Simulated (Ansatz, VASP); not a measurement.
**NiO in VASP and in Ansatz**

```
Ni O
1.0
     2.12160    2.12160    4.24707
     4.24707    2.12160    2.12160
     2.12160    4.24707    2.12160
Ni O
2 2
Direct
  0.00000 0.00000 0.00000
  0.50000 0.50000 0.50000
  0.25000 0.25000 0.25000
  0.75000 0.75000 0.75000
```

Alike in both runs: functional PBE; k mesh 6 × 6 × 6; collinear spin; Hubbard terms Ni d U = 6.0 eV.

Ansatz relaxed the structure, and its values are those at the end. VASP's run is a single point on that final structure, the one shown.

|  | VASP | Ansatz |
| --- | --- | --- |
| version | VASP 6.6.1 | Ansatz 0.2.0 |
| potentials or method | VASP PAW PBE potentials, release 64 (Ni, O) | scalar-relativistic, plane waves, PAW |
| plane-wave cutoff (eV) | 520 | 420 |
| occupations | gaussian, width 0.01 eV | fixed |
| valence electrons in the cell | 32 | 48 |

Ansatz gave:

```
gap on the k mesh at the Fermi level (eV)                     : 2.77
least direct gap on the mesh (eV)                             : 3.55
pressure (GPa)                                                : 0.0
net moment per atom (μB)                                      : 0.00
size of the moment on the site where the two differ most (μB) : 1.68
```

Q: What did VASP give for the same quantities?

A: gap on the k mesh at the Fermi level (eV): 3.03; least direct gap on the mesh (eV): 3.72; pressure (GPa): -7.7; net moment per atom (μB): 0.00; size of the moment on the site where the two differ most (μB): 1.75.

Site moments also hang on the region over which each program counts them. The programs project onto different local orbitals, so the same U acts differently, and such runs can settle in different states. VASP's potentials hold 32 valence electrons a cell and Ansatz's 48, so a difference there can come from the potentials and not from the codes. Ansatz's warnings: end state compared, metallic iterate.
